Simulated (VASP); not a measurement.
Wanted: the native input for a VASP 6.6.1 run.

```yaml
Task: single point
Functional: PBE
Potentials_or_basis: VASP PAW PBE potentials, release 64 (Pb_d, Cl, Sc_sv)
Cutoff: 520 eV
k_mesh: 3 × 3 × 3
Occupations: fermi-dirac, width 0.1312 eV
Spin: no spin polarisation
Hubbard_terms: Sc d U = 8.0 eV
Dipole_correction: no
Further_INCAR_settings: ALGO = Normal; EDIFF = 1e-07; NBANDS = 58
```

The structure of ScPb3Cl6 lies in POSCAR:

```
ScPb3Cl6
1.0
    0.0000000000      5.3279650000      5.3279650000
    5.3279650000      0.0000000000      5.3279650000
    5.3279650000      5.3279650000      0.0000000000
Pb Cl Sc
3 6 1
Direct
    0.2500000000      0.2500000000      0.2500000000
    0.7500000000      0.7500000000      0.7500000000
    0.5000000000      0.5000000000      0.5000000000
    0.2380000000      0.7620000000      0.7620000000
    0.7620000000      0.2380000000      0.7620000000
    0.7620000000      0.2380000000      0.2380000000
    0.2380000000      0.7620000000      0.2380000000
    0.7620000000      0.7620000000      0.2380000000
    0.2380000000      0.2380000000      0.7620000000
    0.0000000000      0.0000000000      0.0000000000
```

The input as run:

INCAR

```
PREC = Accurate
ENCUT = 520
EDIFF = 1E-7
ISMEAR = -1
SIGMA = 0.1312
LREAL = False
LASPH = True
NELM = 150
ALGO = Normal
ISIF = 2
LWAVE = False
LCHARG = True
LMAXMIX = 4
LDAU = True
LDAUTYPE = 2
LDAUL = -1 -1 2
LDAUU = 0 0 8
LDAUJ = 0 0 0
LDAUPRINT = 1
GGA = PE
LELF = True
LVHAR = True
NBANDS = 58
```

KPOINTS

```
regular mesh
0
Gamma
  3 3 3
```

Potentials or basis: VASP PAW PBE potentials, release 64 (Pb_d, Cl, Sc_sv).

The run is started by

```sh
$ cat potpaw_PBE.64/Pb_d/POTCAR potpaw_PBE.64/Cl/POTCAR potpaw_PBE.64/Sc_sv/POTCAR > POTCAR
$ mpirun -np 1 vasp_std > vasp.out
```

Results of the run:

The pressure is 2.0 GPa. The largest force is 0.161 eV/Å and the band gap on the k mesh is zero (an odd number of electrons rules out a gap without spin polarisation).

Caveat: spin-orbit coupling is left out, which moves the levels of the heavy elements; an odd number of electrons without spin polarisation forces a metal; a magnetic or distorted state may lie lower; U without spin polarisation on a metal has little footing.

Wall time 2.3 min on 1 thread of Intel(R) Xeon(R) Platinum 8488C (Sapphire Rapids) (shared host), peak memory 0.44 GiB.
